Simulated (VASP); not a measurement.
Input of a VASP 6.6.1 run:

The input INCAR:

```
SYSTEM = HfO2
  ALGO = Normal
  EDIFF = 1E-6
  ENCUT = 520
  GGA = PE
  ISIF = 2
  ISMEAR = 0
  LASPH = .TRUE.
  LCHARG = .FALSE.
  LREAL = .FALSE.
  LWAVE = .FALSE.
  NBANDS = 31
  NELM = 100
  PREC = Accurate
  SIGMA = 0.1
```

KPOINTS

```
k-points
0
G
  6 6 6
  0 0 0
```

The input POSCAR:

```
HfO2
1.0
   -0.0003856654     -2.5485781627     -2.5484381279
   -2.5491010149      0.0002842233     -2.5491106506
    2.5477672490      2.5492613785     -5.0971895498
Hf O
2 4
Direct
    0.0000070133     -0.0000490973      0.0000047518
    0.4999916178      0.5000186257      0.5000021941
    0.8749589898      0.8750405096      0.3750036178
    0.3749524558      0.3750477037      0.8750066726
    0.6250420418      0.6249770242      0.1249919236
    0.1250478816      0.1249652342      0.6249908402
```

Potentials or basis: VASP PAW PBE potentials, release 64 (Hf_pv, O).

Command:

```sh
$ cat potpaw_PBE.64/Hf_pv/POTCAR potpaw_PBE.64/O/POTCAR > POTCAR
$ mpirun -np 1 vasp_std > vasp.out
```

(1) Estimate the band gap on the k mesh.

(2) What does it give for the pressure?

## Answers

(1) 3.76 eV.

(2) -3.6 GPa.

Caveat: the cell stands under tension; spin-orbit coupling is left out, which moves the levels of the heavy elements.
